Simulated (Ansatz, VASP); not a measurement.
**MgI2 in VASP and in Ansatz**

INCAR

```
SYSTEM = MgI2
ALGO     = Normal         ! electronic algorithm
EDIFF    = 1E-6           ! SCF threshold, eV
ENCUT    = 520            ! plane-wave cutoff, eV
GGA      = PE             ! functional
ISIF     = 2              ! what is computed and relaxed
ISMEAR   = 0              ! smearing method
LASPH    = .TRUE.         ! aspherical terms in the spheres
LCHARG   = .FALSE.        ! write CHGCAR
LREAL    = .FALSE.        ! projectors in reciprocal space
LWAVE    = .FALSE.        ! write WAVECAR
NBANDS   = 15             ! bands
NELM     = 80             ! most SCF steps
PREC     = Accurate       ! precision mode
SIGMA    = 0.01           ! smearing width, eV
```

File KPOINTS:

```
k-points
0
G
  12 12 4
  0 0 0
```

POSCAR

```
MgI2
1.0
    4.1572130451      0.0000000000      0.0000000000
   -2.0786065226      3.6002521060      0.0000000000
    0.0000000000      0.0000000000      6.8733252542
Mg I
1 2
Direct
    0.0000000000      0.0000000000      0.0000000000
    0.3333333333      0.6666666667      0.2426220951
    0.6666666667      0.3333333333      0.7573779049
```

Input for Ansatz:

```yaml
crystal:
  lattice:
    - [4.1572130451, 0.0, 0.0]
    - [-2.0786065226, 3.600252106, 0.0]
    - [0.0, 0.0, 6.8733252542]
  atoms:
    - { symbol: Mg, position: [0.0, 0.0, 0.0] }
    - { symbol: I, position: [0.3333333333, 0.6666666667, 0.2426220951] }
    - { symbol: I, position: [0.6666666667, 0.3333333333, 0.7573779049] }
kpoints:
  mp_grid: { grid: [12, 12, 4] }
  band_path:
    path:
      - [0.0, 0.0, 0.0]
      - [0.5, 0.0, 0.0]
      - [0.3333333333, 0.3333333333, 0.0]
      - [0.0, 0.0, 0.5]
      - [0.5, 0.0, 0.5]
      - [0.3333333333, 0.3333333333, 0.5]
      - [0.0, 0.46875, 0.322917]
    npoints: 1
hamiltonian:
  xc: pbe
scf:
  occupations: { method: fixed }
  n_extra_bands: 4
output:
  forces: true
  stress: true
  eigenvalues: true
```

Alike in both runs: task single point; functional PBE; k mesh 12 × 12 × 4; no spin polarisation.

|  | VASP | Ansatz |
| --- | --- | --- |
| version | VASP 6.6.1 | Ansatz 0.2.0 |
| potentials or method | VASP PAW PBE potentials, release 64 (Mg, I) | plane waves, PAW |
| plane-wave cutoff (eV) | 520 | 420 |
| occupations | gaussian, width 0.01 eV | fixed |
| valence electrons in the cell | 16 | 44 |

```tsv
	VASP	Ansatz	Ansatz less VASP
gap on the k mesh at the Fermi level (eV)	3.51	3.53	+0.019
pressure (GPa)	1.1	1.1	+0.06
traceless stress, the component that is largest in VASP (GPa)	0.16	0.15	-0.006
rms of the force components (eV/Å)	0.001	0.005	+0.0047
```

Atom by atom the forces differ by 0.005 eV/Å (rms over components). VASP's potentials hold 16 valence electrons a cell and Ansatz's 44, so a difference there can come from the potentials and not from the codes.

Spin-orbit coupling is off throughout.
